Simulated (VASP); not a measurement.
Set up this calculation in VASP 6.6.1, as the native input.

| Quantity | Value |
| --- | --- |
| Task | single point |
| Functional | PBE |
| Potentials or basis | VASP PAW PBE potentials, release 64 (Cs_sv, La, F) |
| Cutoff | 520 eV |
| k mesh | 4 × 4 × 4 |
| Occupations | gaussian, width 0.1 eV |
| Spin | no spin polarisation |
| Dipole correction | no |
| Further INCAR settings | ALGO = Normal; EDIFF = 1e-06; NBANDS = 35 |

The structure of Cs3LaF2 lies in POSCAR:

```
Cs3LaF2
1.0
    5.9216499100      0.0000000000      0.0000000000
    0.0000000000      5.9216499100      0.0000000000
    0.0000000000      0.0000000000      5.8723684300
Cs La F
3 1 2
Direct
    0.0000000000      0.5000000000      0.0000000000
    0.5000000000      0.0000000000      0.0000000000
    0.5000000000      0.5000000000      0.5000000000
    0.5000000000      0.5000000000      0.0000000000
    0.0000000000      0.0000000000      0.5000000000
    0.0000000000      0.0000000000      0.0000000000
```

The cell was built from a structure type or drawn by symmetry, and may not be a known phase.

One way to write it, as run:

INCAR

```
ALGO = Normal ; EDIFF = 1E-6
ENCUT = 520 ; GGA = PE
ISIF = 2 ; ISMEAR = 0
LASPH = T ; LCHARG = F
LREAL = F ; LWAVE = F
NBANDS = 35 ; NELM = 100
PREC = Accurate ; SIGMA = 0.1
```

KPOINTS

```
k-points
0
Gamma
  4 4 4
```

Potentials or basis: VASP PAW PBE potentials, release 64 (Cs_sv, La, F).

Launch:

```bash
$ cat potpaw_PBE.64/Cs_sv/POTCAR potpaw_PBE.64/La/POTCAR potpaw_PBE.64/F/POTCAR > POTCAR
$ mpirun -np 1 vasp_std > vasp.out
```

Results of the run:

```
Pressure               : 4.1 GPa
Band gap on the k mesh : zero (bands 26 and 27 overlap by 1.71 eV)
```

Caveat: the cell stands under pressure; spin-orbit coupling is left out, which moves the levels of the heavy elements.

Wall time 3.3 min on 1 thread of AMD EPYC 7R43 64-Core Processor (Zen 3), with other jobs on the host, peak memory 0.37 GiB.
